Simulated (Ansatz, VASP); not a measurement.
# Two plane-wave programs on GeSb4Te7

The input POSCAR:

```
GeSb4Te7
1.0
    4.2656563157      0.0000000000      0.0000000000
   -2.1328281578      3.6941667332      0.0000000000
    0.0000000000      0.0000000000     24.2241407580
Ge Sb Te
1 4 7
Direct
    0.0000000000      0.0000000000      0.5000000000
    0.6666666667      0.3333333333      0.9182116933
    0.3333333333      0.6666666667      0.3480242700
    0.3333333333      0.6666666667      0.0817883067
    0.6666666667      0.3333333333      0.6519757300
    0.3333333333      0.6666666667      0.8477998490
    0.6666666667      0.3333333333      0.1522001510
    0.0000000000      0.0000000000      0.7219454116
    0.6666666667      0.3333333333      0.4308888126
    0.3333333333      0.6666666667      0.5691111874
    0.0000000000      0.0000000000      0.0000000000
    0.0000000000      0.0000000000      0.2780545884
```

INCAR.step1

```
PREC = Accurate ; ENCUT = 520
ISMEAR = 0 ; SIGMA = 0.01
LREAL = False ; LASPH = True
NELM = 100 ; NBANDS = 50
GGA = PE ; ALGO = Normal
EDIFF = 1E-4 ; LWAVE = True
LCHARG = False ; KPAR = 4
```

Contents of INCAR.step2:

```
PREC = Accurate ; ENCUT = 520
EDIFF = 1E-7 ; ISMEAR = 0
SIGMA = 0.01 ; LREAL = False
LASPH = True ; NELM = 100
ALGO = Normal ; ISIF = 2
LWAVE = False ; LCHARG = False
METAGGA = R2SCAN ; LMIXTAU = True
NBANDS = 50 ; ISTART = 1
KPAR = 4
```

File KPOINTS:

```
Automatic mesh
0
Gamma
  12 12 2
```

Input for Ansatz:

```yaml
crystal:
  lattice:
    - [4.2656563157, 0.0, 0.0]
    - [-2.1328281578, 3.6941667332, 0.0]
    - [0.0, 0.0, 24.224140758]
  atoms:
    - { symbol: Ge, position: [0.0, 0.0, 0.5] }
    - { symbol: Sb, position: [0.6666666667, 0.3333333333, 0.9182116933] }
    - { symbol: Sb, position: [0.3333333333, 0.6666666667, 0.34802427] }
    - { symbol: Sb, position: [0.3333333333, 0.6666666667, 0.0817883067] }
    - { symbol: Sb, position: [0.6666666667, 0.3333333333, 0.65197573] }
    - { symbol: Te, position: [0.3333333333, 0.6666666667, 0.847799849] }
    - { symbol: Te, position: [0.6666666667, 0.3333333333, 0.152200151] }
    - { symbol: Te, position: [0.0, 0.0, 0.7219454116] }
    - { symbol: Te, position: [0.6666666667, 0.3333333333, 0.4308888126] }
    - { symbol: Te, position: [0.3333333333, 0.6666666667, 0.5691111874] }
    - { symbol: Te, position: [0.0, 0.0, 0.0] }
    - { symbol: Te, position: [0.0, 0.0, 0.2780545884] }
kpoints:
  mp_grid: { grid: [12, 12, 2] }
  band_path:
    path:
      - [0.0, 0.0, 0.0]
      - [0.5, 0.0, 0.0]
      - [0.3333333333, 0.3333333333, 0.0]
      - [0.0, 0.0, 0.5]
      - [0.5, 0.0, 0.5]
      - [0.3333333333, 0.3333333333, 0.5]
    npoints: 1
hamiltonian:
  xc: r2scan
scf:
  occupations: { method: fixed }
  n_extra_bands: 7
output:
  forces: true
  stress: true
  eigenvalues: true
```

Alike in both runs: task single point; functional r2SCAN; k mesh 12 × 12 × 2; no spin polarisation.

```csv
,VASP,Ansatz
version,VASP 6.6.1,Ansatz 0.2.0
potentials or method,"VASP PAW PBE potentials, release 64 (Ge_d, Sb, Te)","plane waves, PAW"
plane-wave cutoff (eV),520,500
occupations,"gaussian, width 0.01 eV",fixed
valence electrons in the cell,76,186
```

|  | VASP | Ansatz | Ansatz less VASP |
| --- | --- | --- | --- |
| gap on the k mesh at the Fermi level (eV) | 0.42 | 0.41 | -0.004 |
| pressure (GPa) | 0.9 | 0.9 | 0.00 |
| traceless stress, the component that is largest in VASP (GPa) | -0.05 | -0.06 | -0.011 |
| rms of the force components (eV/Å) | 0.014 | 0.011 | -0.0031 |

VASP's potentials were made for PBE, not for r2SCAN. Atom by atom the forces differ by 0.012 eV/Å (rms over components). VASP's potentials hold 76 valence electrons a cell and Ansatz's 186, so a difference there can come from the potentials and not from the codes.

Neither program's run includes spin-orbit coupling.
